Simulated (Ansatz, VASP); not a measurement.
**Rh: VASP beside Ansatz**

Contents of INCAR:

```
SYSTEM = Rh
  ALGO = Fast
  EDIFF = 1E-6
  ENCUT = 520
  GGA = PE
  ISIF = 2
  ISMEAR = 0
  LASPH = .True.
  LCHARG = .False.
  LREAL = .False.
  LWAVE = .False.
  NBANDS = 22
  NELM = 100
  PREC = Accurate
  SIGMA = 0.15
```

The input KPOINTS:

```
k-points
0
Gamma
  21 21 12
  0 0 0
```

Contents of POSCAR:

```
Rh
1.0
    2.6439586824      0.0000000000      0.0000000000
   -1.3219793412      2.2897353855      0.0000000000
    0.0000000000      0.0000000000      4.6575976149
Rh
2
Direct
    0.6666666667      0.3333333333      0.7500000000
    0.3333333333      0.6666666667      0.2500000000
```

Input for Ansatz:

```yaml
crystal:
  lattice:
    - [2.6439586824, 0.0, 0.0]
    - [-1.3219793412, 2.2897353855, 0.0]
    - [0.0, 0.0, 4.6575976149]
  atoms:
    - { symbol: Rh, position: [0.6666666667, 0.3333333333, 0.75] }
    - { symbol: Rh, position: [0.3333333333, 0.6666666667, 0.25] }
basis:
  ecutwfc: 420
kpoints:
  mp_grid: { grid: [21, 21, 12] }
hamiltonian:
  xc: pbe
  pseudopotentials: { kind: paw, azcp: { folder: soft_1 } }
scf:
  occupations: { method: gaussian, width: 0.15 }
output:
  forces: true
  stress: true
  eigenvalues: true
```

Alike in both runs: task single point; functional PBE; k mesh 21 × 21 × 12; occupations gaussian, width 0.15 eV; no spin polarisation.

|  | VASP | Ansatz |
| --- | --- | --- |
| version | VASP 6.6.1 | Ansatz 0.2.0 |
| potentials or method | VASP PAW PBE potentials, release 64 (Rh_pv), cutoff 520 eV | scalar-relativistic, plane waves, PAW |
| valence electrons in the cell | 30 | 34 |

Ansatz gave:

| Quantity | Value |
| --- | --- |
| gap on the k mesh at the Fermi level (eV) | none |
| pressure (GPa) | 2.0 |
| traceless stress, the component that is largest in VASP (GPa) | -15.38 |

Q: Estimate VASP's values.

A: gap on the k mesh at the Fermi level (eV): none; pressure (GPa): 2.0; traceless stress, the component that is largest in VASP (GPa): -15.36.

A gap of «none» marks a metal or a gap that the smearing closes. The functional is the same, so the differences come from potentials, cutoffs and numerics. VASP's potentials hold 30 valence electrons a cell and Ansatz's 34, so a difference there can come from the potentials and not from the codes.
